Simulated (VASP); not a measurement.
Here is a VASP 6.6.1 calculation.

File INCAR:

```
SYSTEM = Pb
ALGO = Normal
EDIFF = 1E-7
ENCUT = 520
GGA = CA
ISIF = 2
ISMEAR = 1
LASPH = .TRUE.
LCHARG = .FALSE.
LREAL = .FALSE.
LWAVE = .FALSE.
NBANDS = 13
NELM = 100
PREC = Accurate
SIGMA = 0.03
```

The input KPOINTS:

```
k-points
0
G
  11 11 11
  0 0 0
```

POSCAR

```
Pb
1.0
    0.0000000000      2.4375492138      2.4375492138
    2.4375492138      0.0000000000      2.4375492138
    2.4375492138      2.4375492138      0.0000000000
Pb
1
Direct
    0.0000000000      0.0000000000      0.0000000000
```

Potentials or basis: VASP PAW LDA potentials, release 64 (Pb_d).

Launch:

```sh
$ cat potpaw_LDA.64/Pb_d/POTCAR > POTCAR
$ mpirun -np 1 vasp_std > vasp.out
```

Predict the pressure.

0.1 GPa.

What does it give for the band gap on the k mesh?

Zero (band 7 reaches 15.25 eV, above the bottom of band 8 at 6.00 eV).

Caveat: spin-orbit coupling is left out, which moves the levels of the heavy elements.
